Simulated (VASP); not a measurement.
**Ti: single point with PBEsol**

The system is Ti.

```
Ti
1.0
     2.86394    0.00000    0.00000
    -1.43197    2.48024    0.00000
     0.00000    0.00000    4.53343
Ti
2
Direct
  0.33333 0.66667 0.25000
  0.66667 0.33333 0.75000
```

This cell differs from its parent crystal: the cell strained.

| Quantity | Value |
| --- | --- |
| Program | VASP 6.6.1 |
| Task | single point |
| Functional | PBEsol |
| Potentials or basis | VASP PAW PBE potentials, release 64 (Ti_sv) |
| Cutoff | 520 eV |
| k mesh | 18 × 18 × 10 |
| Occupations | gaussian, width 0.15 eV |
| Spin | no spin polarisation |
| Dipole correction | no |
| Further INCAR settings | ALGO = Fast; EDIFF = 1e-06; NBANDS = 19 |

```json
{
 "Pressure": "4.4 GPa",
 "Band gap on the k mesh": "zero (bands 12 and 13 overlap by 1.13 eV)"
}
```

Stress tensor (GPa, compression positive):
```
4.39 0.00 0.00
0.00 4.39 0.00
0.00 0.00 4.49
```

Levels at points of the mesh, in eV from the Fermi level:
```tsv
k point	band 9	band 10	band 11	band 12	band 13	band 14	band 15	band 16
(0.00, 0.00, 0.00)	-6.38	-2.89	0.81	0.81	0.95	1.02	1.37	1.37
(0.50, 0.00, 0.00)	-2.45	-2.40	-2.06	-0.53	0.48	0.70	1.30	3.69
(0.00, 0.00, 0.50)	-4.42	-4.42	0.09	0.09	0.71	0.71	0.71	0.71
(0.50, 0.00, 0.50)	-2.76	-2.76	-0.91	-0.91	1.56	1.56	1.87	1.87
```

It took 2.4 min on 1 thread of Intel(R) Xeon(R) 6975P-C (Granite Rapids) (shared host), peak memory 0.23 GiB.

Caveat: the cell differs from its parent crystal (the cell strained); the cell stands under pressure; the PAW data sets were made with another functional, which shifts forces and pressure a little.
